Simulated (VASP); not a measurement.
# AlNi (CsCl type) (Pm-3m) in VASP: further runs

AlNi (CsCl type) is run at these levels: PBE; tasks: single point.

Everything below comes from runs of VASP 6.6.1. Logs are shortened: lines on timing, memory, paths and dates and some standing lists are left out, and cuts for length are marked.

**1. The cell of the first run**

Symmetry: Pm-3m, No. 221, cubic system. Conventional cell: a = 2.632 Å, b = 2.632 Å, c = 2.632 Å, α = 90.00°, β = 90.00°, γ = 90.00°. Ni (site symmetry m-3m) has 8 Al at 2.28 Å and 6 Ni at 2.63 Å within 3.0 Å. Within 3.0 Å of Al (site symmetry m-3m) lie 8 Ni at 2.28 Å and 6 Al at 2.63 Å.

**2. Single point, PBE**

Input file INCAR:

```
  PREC = Accurate
  ENCUT = 520
  EDIFF = 1E-7
  ISMEAR = -1
  SIGMA = 0.05
  LREAL = False
  LASPH = True
  NELM = 60
  ALGO = Normal
  ISIF = 2
  LWAVE = False
  LCHARG = True
  GGA = PE
  LELF = True
  LVHAR = True
  NBANDS = 14
```

Input file KPOINTS:

```
Automatic mesh
0
Gamma
  15 15 15
```

Input file POSCAR:

```
AlNi
1.0
    2.6323605335      0.0000000000      0.0000000000
    0.0000000000      2.6323605335      0.0000000000
    0.0000000000      0.0000000000      2.6323605335
Ni Al
1 1
Direct
    0.0000000000      0.0000000000      0.0000000000
    0.5000000000      0.5000000000      0.5000000000
```

Potentials or basis: VASP PAW PBE potentials, release 64 (Ni, Al).

Run with:

```console
$ cat potpaw_PBE.64/Ni/POTCAR potpaw_PBE.64/Al/POTCAR > POTCAR
$ mpirun -np 1 vasp_std > vasp.out
```

OUTCAR:

```text
PREC = Accurate
   ENCUT = 520
   EDIFF = 1E-7
   ISMEAR = -1
   LREAL = False
   LASPH = True
   NELM = 60
   ISIF = 2
   GGA = PE

 ion  position               nearest neighbor table
   1  0.000  0.000  0.000-   2 2.28   2 2.28   2 2.28   2 2.28   2 2.28   2 2.28   2 2.28   2 2.28

   2  0.500  0.500  0.500-   1 2.28   1 2.28   1 2.28   1 2.28   1 2.28   1 2.28   1 2.28   1 2.28

  LATTYP: Found a simple cubic cell.
 ALAT       =     2.6323605335

  Lattice vectors:

 A1 = (   2.6323605335,   0.0000000000,   0.0000000000)
 A2 = (   0.0000000000,   2.6323605335,   0.0000000000)
 A3 = (   0.0000000000,   0.0000000000,   2.6323605335)

Analysis of symmetry for initial positions (statically):
=====================================================================
 Subroutine PRICEL returns:
 Original cell was already a primitive cell.

 Routine SETGRP: Setting up the symmetry group for a
 simple cubic supercell.

 Subroutine GETGRP returns: Found 48 space group operations
 (whereof 48 operations were pure point group operations)
 out of a pool of 48 trial point group operations.

The static configuration has the point symmetry O_h .

Analysis of symmetry for dynamics (positions and initial velocities):
=====================================================================
 Subroutine PRICEL returns:
 Original cell was already a primitive cell.

 Routine SETGRP: Setting up the symmetry group for a
 simple cubic supercell.

 Subroutine GETGRP returns: Found 48 space group operations
 (whereof 48 operations were pure point group operations)
 out of a pool of 48 trial point group operations.

The dynamic configuration has the point symmetry O_h .

 Subroutine INISYM returns: Found 48 space group operations
 (whereof 48 operations are pure point group operations),
 and found     1 'primitive' translations

----------------------------------------------------------------------------------------

                                     Primitive cell

  volume of cell :      18.2405

  direct lattice vectors                    reciprocal lattice vectors
     2.632360533  0.000000000  0.000000000     0.379887172  0.000000000  0.000000000
     0.000000000  2.632360533  0.000000000     0.000000000  0.379887172  0.000000000
     0.000000000  0.000000000  2.632360533     0.000000000  0.000000000  0.379887172

  length of vectors
     2.632360533  2.632360533  2.632360533     0.379887172  0.379887172  0.379887172

  position of ions in fractional coordinates (direct lattice)
     0.000000000  0.000000000  0.000000000
     0.500000000  0.500000000  0.500000000

  ion indices of the primitive-cell ions
   primitive index   ion index
                 1           1
                 2           2

----------------------------------------------------------------------------------------

 KPOINTS: Automatic mesh

Automatic generation of k-mesh.
 Grid dimensions read from file:
 generate k-points for:   15   15   15

 Generating k-lattice:

  Cartesian coordinates                     Fractional coordinates (reciprocal lattice)
     0.025325811  0.000000000  0.000000000     0.066666667  0.000000000  0.000000000
     0.000000000  0.025325811  0.000000000     0.000000000  0.066666667  0.000000000
     0.000000000  0.000000000  0.025325811     0.000000000  0.000000000  0.066666667

  Length of vectors
     0.025325811  0.025325811  0.025325811

  Shift w.r.t. Gamma in fractional coordinates (k-lattice)
     0.000000000  0.000000000  0.000000000

 Subroutine IBZKPT returns following result:
 ===========================================

 Found    120 irreducible k-points:

 Following reciprocal coordinates:
            Coordinates               Weight
  0.000000  0.000000  0.000000      1.000000
  0.066667  0.000000  0.000000      6.000000
  0.133333  0.000000  0.000000      6.000000
  0.200000  0.000000  0.000000      6.000000
  0.266667  0.000000  0.000000      6.000000
  0.333333  0.000000  0.000000      6.000000
[... 16 lines left out ...]
  0.266667  0.200000  0.000000     24.000000
  0.333333  0.200000  0.000000     24.000000
 [... further k-points ...]
   k-points           NKPTS =    120   k-points in BZ     NKDIM =    120   number of bands    NBANDS=     14
   number of dos      NEDOS =    301   number of ions     NIONS =      2
   total plane-waves  NPLWV =   8000
   dimension x,y,z NGX =    20 NGY =   20 NGZ =   20
   dimension x,y,z NGXF=    40 NGYF=   40 NGZF=   40
   ions per type =               1   1
   NGX,Y,Z   is equivalent  to a cutoff of  12.63, 12.63, 12.63 a.u.
   NGXF,Y,Z  is equivalent  to a cutoff of  25.26, 25.26, 25.26 a.u.
 SYSTEM =  unknown system
   PREC   = accura    normal or accurate (medium, high low for compatibility)
   ISTART =      0    job   : 0-new  1-cont  2-samecut
   ICHARG =      2    charge: 1-file 2-atom 10-const
   ISPIN  =      1    spin polarized calculation?
   LNONCOLLINEAR =      F non collinear calculations
   LSORBIT =      F    spin-orbit coupling
   LASPH  =      T    aspherical Exc in radial PAW
   ENCUT  =  520.0 eV  38.22 Ry    6.18 a.u.   4.89  4.89  4.89*2*pi/ulx,y,z
   NELM   =     60;   NELMIN=  2; NELMDL= -5     # of ELM steps
   EDIFF  = 0.1E-06   stopping-criterion for ELM
   LREAL  =      F    real-space projection
   EDIFFG = 0.1E-05   stopping-criterion for IOM
   NSW    =      0    number of steps for IOM
   IBRION =     -1    ionic relax: 0-MD 1-quasi-New 2-CG
   NFREE  =      0    steps in history (QN), initial steepest desc. (CG)
   ISIF   =      2    stress and relaxation
   ISYM   =      2    0-nonsym 1-usesym 2-fastsym
   POTIM  = 0.5000    time-step for ionic-motion
   TEBEG  =    0.0;   TEEND  =   0.0 temperature during run
   PSTRESS=    0.0 pullay stress
   NELECT =      13.0000    total number of electrons
   NUPDOWN=      -1.0000    fix difference up-down
   EMIN   =  10.00;   EMAX   =-10.00  energy-range for DOS
   EFERMI =   0.00;   METHOD = LEGACY
   ISMEAR =    -1;   SIGMA  =   0.05  broadening in eV -4-tet -1-fermi 0-gaus
   EFERMI_NEDOS =   21; number of points for ismear=-14 and -15
   IALGO  =     38    algorithm
   IMIX   =      4    mixing-type and parameters
     AMIX     =   0.40;   BMIX     =  1.00
     AMIX_MAG =   1.60;   BMIX_MAG =  1.00
  volume/ion in A,a.u.               =       9.12        61.55
  Fermi-wavevector in a.u.,A,eV,Ry     =   1.462325  2.763394 29.094623  2.138394
  Thomas-Fermi vector in A             =   2.578552
   LORBIT       =      0    0 simple, 1 ext, 2 COOP (PROOUT), +10 PAW based schemes
   GGA     = PE    functional components
   LHFCALC =     F    Hartree Fock is set to
   AEXX    =    0.0000 exact exchange contribution
   IVDW    =     0    specifies the selected vdW correction
   LEPSILON=     F    determine dielectric tensor
   LRPA    =     F    only Hartree local field effects (RPA)
 non-spin polarized calculation
  energy-cutoff  :      520.00
  volume of cell :       18.24
 maximum number of plane-waves:       501
 NGX is ok and might be reduce to    20
   NGX =  9   NGY =  9   NGZ =  9

 number of electron      12.9999988 magnetization

 Free energy of the ion-electron system (eV)
  ---------------------------------------------------
  ext. energy  EPLUGINS =         0.00000000
  ---------------------------------------------------
  free energy    TOTEN  =        -9.33775040 eV

  energy without entropy =       -9.33272911  energy(sigma->0) =       -9.33523975

 E-fermi :  14.1277     XC(G=0): -13.4211

 val. band max:       14.1112693596   @ k =   0.3333   0.0667   0.0000
 cond. band min:      14.1345075246   @ k =   0.4667   0.3333   0.3333
 fundamental gap:      0.0232381650
 Fermi energy:        14.1276993522

 k-point     1 :       0.0000    0.0000    0.0000
  band No.  band energies     occupation
      1       0.8192      2.00000
      2       9.2920      2.00000
      3       9.2920      2.00000
      4      11.8822      2.00000
      5      11.8822      2.00000
      6      11.8822      2.00000
      7      20.8996      0.00000
      8      20.8996      0.00000
      9      20.8996      0.00000
     10      23.1443      0.00000
     11      23.1443      0.00000
     12      33.3505      0.00000
     13      38.4097      0.00000
     14      38.4097      0.00000

 k-point     2 :       0.0667    0.0000    0.0000
  band No.  band energies     occupation
      1       0.9186      2.00000
      2       9.2941      2.00000
      3       9.3207      2.00000
      4      11.8316      2.00000
      5      11.8316      2.00000
      6      11.8880      2.00000
      7      19.7819      0.00000
      8      21.0290      0.00000
      9      21.0290      0.00000
     10      23.1252      0.00000
     11      24.2151      0.00000
     12      33.6257      0.00000
     13      37.2749      0.00000
     14      37.2749      0.00000

 k-point     3 :       0.1333    0.0000    0.0000
  band No.  band energies     occupation
      1       1.2149      2.00000
      2       9.2819      2.00000
      3       9.4032      2.00000
      4      11.6934      2.00000
      5      11.6934      2.00000
      6      11.9045      2.00000
      7      18.0512      0.00000
      8      21.4037      0.00000
      9      21.4037      0.00000
     10      23.0688      0.00000
     11      25.8007      0.00000
     12      34.4631      0.00000
     13      35.5227      0.00000
     14      35.5227      0.00000
[... 324 lines left out ...]
 k-point    23 :       0.2667    0.2000    0.0000
  band No.  band energies     occupation
      1       3.1989      2.00000
      2       9.2450      2.00000
      3       9.6806      2.00000
      4      10.8825      2.00000
      5      11.3438      2.00000
      6      11.5960      2.00000
      7      15.3767      0.00000
      8      18.2949      0.00000
      9      23.8428      0.00000
     10      24.3707      0.00000
     11      28.5432      0.00000
     12      31.6712      0.00000
     13      32.6310      0.00000
     14      34.6304      0.00000

 k-point    24 :       0.3333    0.2000    0.0000
  band No.  band energies     occupation
      1       3.9959      2.00000
      2       8.7261      2.00000
      3       9.8843      2.00000
      4      10.8008      2.00000
      5      11.1639      2.00000
      6      11.6227      2.00000
      7      14.3408      0.02780
      8      18.8802      0.00000
      9      23.6167      0.00000
     10      24.7402      0.00000
     11      28.0799      0.00000
     12      31.1143      0.00000
     13      32.6812      0.00000
     14      34.6762      0.00000

 [... further k-points ...]

------------------------ aborting loop because EDIFF is reached ----------------------------------------

  FORCE on cell =-STRESS in cart. coord.  units (eV):
  Direction    XX          YY          ZZ          XY          YZ          ZX
  --------------------------------------------------------------------------------------
  -------------------------------------------------------------------------------------
  Total        9.4324206      9.4324206      9.4324206     -0.0000000      0.0000000     -0.0000000
  in kB      828.5097538    828.5097538    828.5097538     -0.0000000      0.0000000     -0.0000000
  external PRESSURE =     828.5097538 kB  Pullay stress =       0.0000000 kB

 VOLUME and BASIS-vectors are now :
 -----------------------------------------------------------------------------
  energy-cutoff  :      520.00
  volume of cell :       18.24
      direct lattice vectors                 reciprocal lattice vectors
     2.632360533  0.000000000  0.000000000     0.379887172  0.000000000  0.000000000
     0.000000000  2.632360533  0.000000000     0.000000000  0.379887172  0.000000000
     0.000000000  0.000000000  2.632360533     0.000000000  0.000000000  0.379887172

 POSITION                                       TOTAL-FORCE (eV/Angst)
 -----------------------------------------------------------------------------------
      0.00000      0.00000      0.00000         0.000000      0.000000      0.000000
      1.31618      1.31618      1.31618         0.000000      0.000000      0.000000
 -----------------------------------------------------------------------------------
    total drift:                               -0.000000      0.000000      0.000000

  FREE ENERGIE OF THE ION-ELECTRON SYSTEM (eV)
  ---------------------------------------------------
  free  energy   TOTEN  =        -9.3377503962 eV

  energy  without entropy=       -9.3327291053  energy(sigma->0) =       -9.33523975
```

Run time: 42 s. Hardware: 1 thread of Intel Xeon 8259CL, shared host; peak memory 0.15 GiB.

Results:

| Quantity | Value |
| --- | --- |
| Free energy | -9.3378 eV |
| Pressure | 82.9 GPa |
| Band gap on the k mesh | zero (an odd number of electrons rules out a gap without spin polarisation) |

Caveat: the cell stands under pressure. Spin polarisation is off, so any magnetic state and its effect on volume and gap are missing.

**3. Single point, PBE**

Input file INCAR:

```
ALGO = Normal ; EDIFF = 1E-7
ENCUT = 520 ; GGA = PE
ISIF = 2 ; ISMEAR = -1
LASPH = T ; LCHARG = T
LELF = T ; LREAL = F
LVHAR = T ; LWAVE = F
NBANDS = 14 ; NELM = 80
PREC = Accurate ; SIGMA = 0.05
```

Input file KPOINTS:

```
k-points
0
Gamma
  15 15 15
```

Input file POSCAR:

```
AlNi
1.0
    2.6316283185      0.0000000000      0.0000000000
    0.0000000000      2.6316283185      0.0000000000
    0.0000000000      0.0000000000      2.6316283185
Ni Al
1 1
Direct
    0.0000000000      0.0000000000      0.0000000000
    0.5000000000      0.5000000000      0.5000000000
```

Potentials or basis: VASP PAW PBE potentials, release 64 (Ni, Al).

Run with:

```console
$ cat potpaw_PBE.64/Ni/POTCAR potpaw_PBE.64/Al/POTCAR > POTCAR
$ mpirun -np 1 vasp_std > vasp.out
```

OUTCAR:

```text
EDIFF = 1E-7
   ENCUT = 520
   GGA = PE
   ISIF = 2
   ISMEAR = -1
   LASPH = T
   LREAL = F
   NELM = 80
   PREC = Accurate

 ion  position               nearest neighbor table
   1  0.000  0.000  0.000-   2 2.28   2 2.28   2 2.28   2 2.28   2 2.28   2 2.28   2 2.28   2 2.28

   2  0.500  0.500  0.500-   1 2.28   1 2.28   1 2.28   1 2.28   1 2.28   1 2.28   1 2.28   1 2.28

  LATTYP: Found a simple cubic cell.
 ALAT       =     2.6316283185
[... 595 lines left out ...]

 [... further k-points ...]

------------------------ aborting loop because EDIFF is reached ----------------------------------------

  FORCE on cell =-STRESS in cart. coord.  units (eV):
  Direction    XX          YY          ZZ          XY          YZ          ZX
  --------------------------------------------------------------------------------------
  -------------------------------------------------------------------------------------
  Total        9.4692980      9.4692980      9.4692980      0.0000000     -0.0000000     -0.0000000
  in kB      832.4433949    832.4433949    832.4433949      0.0000000     -0.0000000     -0.0000000
  external PRESSURE =     832.4433949 kB  Pullay stress =       0.0000000 kB

 VOLUME and BASIS-vectors are now :
 -----------------------------------------------------------------------------
  energy-cutoff  :      520.00
  volume of cell :       18.23
      direct lattice vectors                 reciprocal lattice vectors
     2.631628318  0.000000000  0.000000000     0.379992871  0.000000000  0.000000000
     0.000000000  2.631628318  0.000000000     0.000000000  0.379992871  0.000000000
     0.000000000  0.000000000  2.631628318     0.000000000  0.000000000  0.379992871

 POSITION                                       TOTAL-FORCE (eV/Angst)
 -----------------------------------------------------------------------------------
      0.00000      0.00000      0.00000         0.000000      0.000000      0.000000
      1.31581      1.31581      1.31581         0.000000      0.000000      0.000000
 -----------------------------------------------------------------------------------
    total drift:                               -0.000000      0.000000      0.000000

  FREE ENERGIE OF THE ION-ELECTRON SYSTEM (eV)
  ---------------------------------------------------
  free  energy   TOTEN  =        -9.3298622938 eV

  energy  without entropy=       -9.3248522058  energy(sigma->0) =       -9.32735725
```

OSZICAR:

```text
N       E                     dE             d eps       ncg     rms          rms(c)
DAV:   1     0.452318580447E+02    0.45232E+02   -0.55757E+03  3480   0.107E+03
DAV:   2    -0.919491410068E+01   -0.54427E+02   -0.49724E+02  3594   0.196E+02
DAV:   3    -0.109779150329E+02   -0.17830E+01   -0.17713E+01  4140   0.382E+01
DAV:   4    -0.110000969128E+02   -0.22182E-01   -0.22177E-01  4074   0.393E+00
DAV:   5    -0.110007100459E+02   -0.61313E-03   -0.61312E-03  4300   0.688E-01    0.147E+01
DAV:   6    -0.114298698884E+02   -0.42916E+00   -0.32472E+01  4014   0.901E+01    0.115E+01
DAV:   7    -0.937464096430E+01    0.20552E+01   -0.99648E+00  3996   0.526E+01    0.206E+00
DAV:   8    -0.934564817141E+01    0.28993E-01   -0.75142E-02  4008   0.233E+00    0.121E+00
DAV:   9    -0.932992295432E+01    0.15725E-01   -0.36944E-02  4452   0.280E+00    0.203E-01
DAV:  10    -0.932988407027E+01    0.38884E-04   -0.66038E-04  4194   0.292E-01    0.139E-01
DAV:  11    -0.932986405800E+01    0.20012E-04   -0.59764E-05  5250   0.108E-01    0.441E-02
DAV:  12    -0.932986176354E+01    0.22945E-05   -0.96961E-06  4290   0.404E-02    0.800E-03
DAV:  13    -0.932986208226E+01   -0.31872E-06   -0.27792E-07  3920   0.522E-03    0.379E-03
DAV:  14    -0.932986227716E+01   -0.19490E-06   -0.32381E-08  2232   0.254E-03    0.546E-04
DAV:  15    -0.932986229383E+01   -0.16673E-07   -0.62190E-09  2010   0.106E-03
   1 F= -.93298623E+01 E0= -.93273572E+01  d E =-.501009E-02
```

stdout:

```text
POSCAR found type information on POSCAR NiAl
 POSCAR found :  2 types and       2 ions
 scaLAPACK will be used
 LDA part: xc-table for (Slater+PW92), standard interpolation
 POSCAR, INCAR and KPOINTS ok, starting setup
 FFT: planning ... GRIDC
 FFT: planning ... GRID_SOFT
 FFT: planning ... GRID
 WAVECAR not read
 entering main loop
```

Run time: 47 s. Hardware: 1 thread of Intel Xeon 8259CL, shared host; peak memory 0.15 GiB.

What came out:

* Free energy: -9.3299 eV
* Pressure: 83.2 GPa
* Band gap on the k mesh: zero (an odd number of electrons rules out a gap without spin polarisation)

Levels at points of the mesh, in eV from the Fermi level:
```
           k point  band 3  band 4  band 5  band 6  band 7  band 8  band 9  band 10
(0.00, 0.00, 0.00)   -4.84   -2.25   -2.25   -2.25    6.78    6.78    6.78     9.02
```

Caveat: the cell stands under pressure. Spin polarisation is off, so any magnetic state and its effect on volume and gap are missing.
